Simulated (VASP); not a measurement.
Input of a VASP 6.6.1 run:

File INCAR:

```
PREC = Accurate
ENCUT = 500
EDIFF = 1E-6
ISMEAR = 0
SIGMA = 0.1
LREAL = F
LASPH = T
NELM = 200
ALGO = Normal
ISIF = 2
LWAVE = F
LCHARG = T
GGA = PE
LELF = T
LVHAR = T
NBANDS = 16
GGA_COMPAT = F
LMAXMIX = 6
```

KPOINTS

```
regular mesh
0
Gamma
  14 14 14
```

POSCAR

```
NaPr
1.0
    0.0000000000      3.3239125849      3.3239125849
    3.3239125849      0.0000000000      3.3239125849
    3.3239125849      3.3239125849      0.0000000000
Na Pr
1 1
Direct
    0.5000000000      0.5000000000      0.5000000000
    0.0000000000      0.0000000000      0.0000000000
```

Potentials or basis: VASP PAW PBE potentials, release 64 (Na_pv, Pr_3), 4f in core.

Launch:

```bash
$ cat potpaw_PBE.64/Na_pv/POTCAR potpaw_PBE.64/Pr_3/POTCAR > POTCAR
$ mpirun -np 1 vasp_std > vasp.out
```

(1) Estimate the band gap on the k mesh.

(2) Estimate the pressure.

## Answers

(1) zero (bands 9 and 10 overlap by 0.91 eV).

(2) 0.2 GPa.

Caveat: spin-orbit coupling is left out, which moves the levels of the heavy elements; the 4f electrons are frozen in the core, so they carry no moment and show no levels.
